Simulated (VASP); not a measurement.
# InP (F-43m) in VASP: notebook, part 3 of 3

VASP 6.6.1.

**5. Single point, PBE**

Contents of INCAR:

```
PREC = Accurate ; ENCUT = 500
EDIFF = 1E-6 ; ISMEAR = 0
SIGMA = 0.01 ; LREAL = False
LASPH = True ; NELM = 120
ALGO = Normal ; ISIF = 2
LWAVE = False ; LCHARG = True
GGA = PE ; LELF = True
LVHAR = True ; NBANDS = 16
GGA_COMPAT = False
```

Contents of KPOINTS:

```
Automatic mesh
0
Gamma
  6 6 6
```

Contents of POSCAR:

```
InP
1.0
    0.0000000000      2.9538002896      2.9538002896
    2.9538002896      0.0000000000      2.9538002896
    2.9538002896      2.9538002896      0.0000000000
In P
1 1
Direct
    0.0000000000      0.0000000000      0.0000000000
    0.2500000000      0.2500000000      0.2500000000
```

Potentials or basis: VASP PAW PBE potentials, release 64 (In_d, P).

The run is started by

```
$ cat potpaw_PBE.64/In_d/POTCAR potpaw_PBE.64/P/POTCAR > POTCAR
$ mpirun -np 1 vasp_std > vasp.out
```

OUTCAR:

```text
PREC = Accurate
   ENCUT = 500
   EDIFF = 1E-6
   ISMEAR = 0
   LREAL = False
   LASPH = True
   NELM = 120
   ISIF = 2
   GGA = PE

 ion  position               nearest neighbor table
   1  0.000  0.000  0.000-   2 2.56   2 2.56   2 2.56   2 2.56
   2  0.250  0.250  0.250-   1 2.56   1 2.56   1 2.56   1 2.56

  LATTYP: Found a face centered cubic cell.
 ALAT       =     5.9076005792

  Lattice vectors:

 A1 = (   0.0000000000,   2.9538002896,   2.9538002896)
 A2 = (   2.9538002896,   0.0000000000,   2.9538002896)
 A3 = (   2.9538002896,   2.9538002896,   0.0000000000)

Analysis of symmetry for initial positions (statically):
=====================================================================
 Subroutine PRICEL returns:
 Original cell was already a primitive cell.

 Routine SETGRP: Setting up the symmetry group for a
 face centered cubic supercell.

 Subroutine GETGRP returns: Found 24 space group operations
 (whereof 24 operations were pure point group operations)
 out of a pool of 48 trial point group operations.

The static configuration has the point symmetry T_d .

Analysis of symmetry for dynamics (positions and initial velocities):
=====================================================================
 Subroutine PRICEL returns:
 Original cell was already a primitive cell.

 Routine SETGRP: Setting up the symmetry group for a
 face centered cubic supercell.

 Subroutine GETGRP returns: Found 24 space group operations
 (whereof 24 operations were pure point group operations)
 out of a pool of 48 trial point group operations.

The dynamic configuration has the point symmetry T_d .

 Subroutine INISYM returns: Found 24 space group operations
 (whereof 24 operations are pure point group operations),
 and found     1 'primitive' translations

----------------------------------------------------------------------------------------

                                     Primitive cell

  volume of cell :      51.5434

  direct lattice vectors                    reciprocal lattice vectors
     0.000000000  2.953800290  2.953800290    -0.169273462  0.169273462  0.169273462
     2.953800290  0.000000000  2.953800290     0.169273462 -0.169273462  0.169273462
     2.953800290  2.953800290  0.000000000     0.169273462  0.169273462 -0.169273462

  length of vectors
     4.177304430  4.177304430  4.177304430     0.293190236  0.293190236  0.293190236

  position of ions in fractional coordinates (direct lattice)
     0.000000000  0.000000000  0.000000000
     0.250000000  0.250000000  0.250000000

  ion indices of the primitive-cell ions
   primitive index   ion index
                 1           1
                 2           2

----------------------------------------------------------------------------------------

 KPOINTS: Automatic mesh

Automatic generation of k-mesh.
 Grid dimensions read from file:
 generate k-points for:    6    6    6

 Generating k-lattice:

  Cartesian coordinates                     Fractional coordinates (reciprocal lattice)
    -0.028212244  0.028212244  0.028212244     0.166666667  0.000000000  0.000000000
     0.028212244 -0.028212244  0.028212244     0.000000000  0.166666667  0.000000000
     0.028212244  0.028212244 -0.028212244     0.000000000  0.000000000  0.166666667

  Length of vectors
     0.048865039  0.048865039  0.048865039

  Shift w.r.t. Gamma in fractional coordinates (k-lattice)
     0.000000000  0.000000000  0.000000000

 Subroutine IBZKPT returns following result:
 ===========================================

 Found     16 irreducible k-points:

 Following reciprocal coordinates:
            Coordinates               Weight
  0.000000  0.000000  0.000000      1.000000
  0.166667  0.000000  0.000000      8.000000
  0.333333  0.000000  0.000000      8.000000
  0.500000  0.000000  0.000000      4.000000
  0.166667  0.166667  0.000000      6.000000
  0.333333  0.166667  0.000000     24.000000
[... 8 lines left out ...]
 -0.333333  0.333333  0.166667     24.000000
 -0.333333  0.500000  0.166667     12.000000
   k-points           NKPTS =     16   k-points in BZ     NKDIM =     16   number of bands    NBANDS=     16
   number of dos      NEDOS =    301   number of ions     NIONS =      2
   total plane-waves  NPLWV =  27000
   dimension x,y,z NGX =    30 NGY =   30 NGZ =   30
   dimension x,y,z NGXF=    60 NGYF=   60 NGZF=   60
   ions per type =               1   1
   NGX,Y,Z   is equivalent  to a cutoff of  11.94, 11.94, 11.94 a.u.
   NGXF,Y,Z  is equivalent  to a cutoff of  23.88, 23.88, 23.88 a.u.
 SYSTEM =  unknown system
   PREC   = accura    normal or accurate (medium, high low for compatibility)
   ISTART =      0    job   : 0-new  1-cont  2-samecut
   ICHARG =      2    charge: 1-file 2-atom 10-const
   ISPIN  =      1    spin polarized calculation?
   LNONCOLLINEAR =      F non collinear calculations
   LSORBIT =      F    spin-orbit coupling
   LASPH  =      T    aspherical Exc in radial PAW
   ENCUT  =  500.0 eV  36.75 Ry    6.06 a.u.   7.62  7.62  7.62*2*pi/ulx,y,z
   NELM   =    120;   NELMIN=  2; NELMDL= -5     # of ELM steps
   EDIFF  = 0.1E-05   stopping-criterion for ELM
   LREAL  =      F    real-space projection
   EDIFFG = 0.1E-04   stopping-criterion for IOM
   NSW    =      0    number of steps for IOM
   IBRION =     -1    ionic relax: 0-MD 1-quasi-New 2-CG
   NFREE  =      0    steps in history (QN), initial steepest desc. (CG)
   ISIF   =      2    stress and relaxation
   ISYM   =      2    0-nonsym 1-usesym 2-fastsym
   POTIM  = 0.5000    time-step for ionic-motion
   TEBEG  =    0.0;   TEEND  =   0.0 temperature during run
   PSTRESS=    0.0 pullay stress
   NELECT =      18.0000    total number of electrons
   NUPDOWN=      -1.0000    fix difference up-down
   EMIN   =  10.00;   EMAX   =-10.00  energy-range for DOS
   EFERMI =   0.00;   METHOD = LEGACY
   ISMEAR =     0;   SIGMA  =   0.01  broadening in eV -4-tet -1-fermi 0-gaus
   EFERMI_NEDOS =   21; number of points for ismear=-14 and -15
   IALGO  =     38    algorithm
   IMIX   =      4    mixing-type and parameters
     AMIX     =   0.40;   BMIX     =  1.00
     AMIX_MAG =   1.60;   BMIX_MAG =  1.00
  volume/ion in A,a.u.               =      25.77       173.92
  Fermi-wavevector in a.u.,A,eV,Ry     =   1.152855  2.178579 18.083146  1.329074
  Thomas-Fermi vector in A             =   2.289503
   LORBIT       =      0    0 simple, 1 ext, 2 COOP (PROOUT), +10 PAW based schemes
   GGA     = PE    functional components
   LHFCALC =     F    Hartree Fock is set to
   AEXX    =    0.0000 exact exchange contribution
   IVDW    =     0    specifies the selected vdW correction
   LEPSILON=     F    determine dielectric tensor
   LRPA    =     F    only Hartree local field effects (RPA)
 non-spin polarized calculation
 Gauss-broadening in eV      SIGMA  =   0.01
  energy-cutoff  :      500.00
  volume of cell :       51.54
 maximum number of plane-waves:      1363
   NGX = 15   NGY = 15   NGZ = 15

 number of electron      17.9999996 magnetization

 Free energy of the ion-electron system (eV)
  ---------------------------------------------------
  ext. energy  EPLUGINS =         0.00000000
  ---------------------------------------------------
  free energy    TOTEN  =        -8.38872642 eV

  energy without entropy =       -8.38872642  energy(sigma->0) =       -8.38872642

 E-fermi :   5.0101     XC(G=0):  -9.1755

 val. band max:        4.9384083139   @ k =   0.0000   0.0000   0.0000
 cond. band min:       5.5185839595   @ k =   0.0000   0.0000   0.0000
 fundamental gap:      0.5801756456
 Fermi energy:         5.0101455908

 k-point     1 :       0.0000    0.0000    0.0000
  band No.  band energies     occupation
      1      -9.2096      2.00000
      2      -9.2096      2.00000
      3      -9.2096      2.00000
      4      -9.0694      2.00000
      5      -9.0694      2.00000
      6      -6.4194      2.00000
[... 8 lines left out ...]
     15      14.3466      0.00000
     16      14.3466      0.00000
[... 267 lines left out ...]
 k-point    16 :      -0.3333    0.5000    0.1667
  band No.  band energies     occupation
      1      -9.3574      2.00000
      2      -9.1430      2.00000
      3      -9.1204      2.00000
      4      -9.0951      2.00000
      5      -9.0491      2.00000
      6      -4.0914      2.00000
[... 8 lines left out ...]
     15      16.1063      0.00000
     16      16.7920      0.00000

------------------------ aborting loop because EDIFF is reached ----------------------------------------

  FORCE on cell =-STRESS in cart. coord.  units (eV):
  Direction    XX          YY          ZZ          XY          YZ          ZX
  --------------------------------------------------------------------------------------
  -------------------------------------------------------------------------------------
  Total        0.5132155      0.5132155      0.5132155      0.0000000      0.0000000     -0.0000000
  in kB       15.9528004     15.9528004     15.9528004      0.0000000      0.0000000     -0.0000000
  external PRESSURE =      15.9528004 kB  Pullay stress =       0.0000000 kB

 VOLUME and BASIS-vectors are now :
 -----------------------------------------------------------------------------
  energy-cutoff  :      500.00
  volume of cell :       51.54
      direct lattice vectors                 reciprocal lattice vectors
     0.000000000  2.953800290  2.953800290    -0.169273462  0.169273462  0.169273462
     2.953800290  0.000000000  2.953800290     0.169273462 -0.169273462  0.169273462
     2.953800290  2.953800290  0.000000000     0.169273462  0.169273462 -0.169273462

 POSITION                                       TOTAL-FORCE (eV/Angst)
 -----------------------------------------------------------------------------------
      0.00000      0.00000      0.00000         0.000000      0.000000     -0.000000
      1.47690      1.47690      1.47690        -0.000000     -0.000000      0.000000
 -----------------------------------------------------------------------------------
    total drift:                                0.000000      0.000000     -0.000000

  FREE ENERGIE OF THE ION-ELECTRON SYSTEM (eV)
  ---------------------------------------------------
  free  energy   TOTEN  =        -8.3887264193 eV

  energy  without entropy=       -8.3887264193  energy(sigma->0) =       -8.38872642
```

Wall time 8.8 s (1 thread of Intel Xeon 6975P-C (Granite Rapids), shared host); peak memory 0.17 GiB.

What came out:

```yaml
Free_energy: -8.3887 eV
Pressure: 1.6 GPa
Band_gap_on_the_k_mesh: 0.58 eV, direct
```

Caveat: spin-orbit coupling is left out, which moves the levels of the heavy elements. PBE gaps usually lie below the measured ones, often by a third to a half.

**6. Summary**

```tsv
level	k mesh	cutoff (eV)	gap on the mesh (eV)	pressure (GPa)
PBE	6 × 6 × 6	520	0.58	1.6
r2SCAN	6 × 6 × 6	520	1.03	-0.1
PBE	8 × 8 × 8	520	0.58	1.6
PBE	6 × 6 × 6	500	0.58	1.6
```

Alike in all rows: task single point; potentials or basis VASP PAW PBE potentials, release 64 (In_d, P); no spin polarisation; cell as given; smearing gaussian 0.01 eV.

On the cell as given the gap runs from 0.58 eV (PBE) to 1.03 eV (r2SCAN); the meshes differ, which moves gaps too. The pressure there spans -0.1 GPa (r2SCAN) to 1.6 GPa (PBE); a positive pressure means that this level wants a larger cell, a negative one a smaller.

Caveats: spin-orbit coupling is left out, which moves the levels of the heavy elements; the PAW data sets were made with another functional, which shifts forces and pressure a little (some runs).

Total energies depend on the potentials used, so only differences within one code and one set of settings carry meaning.
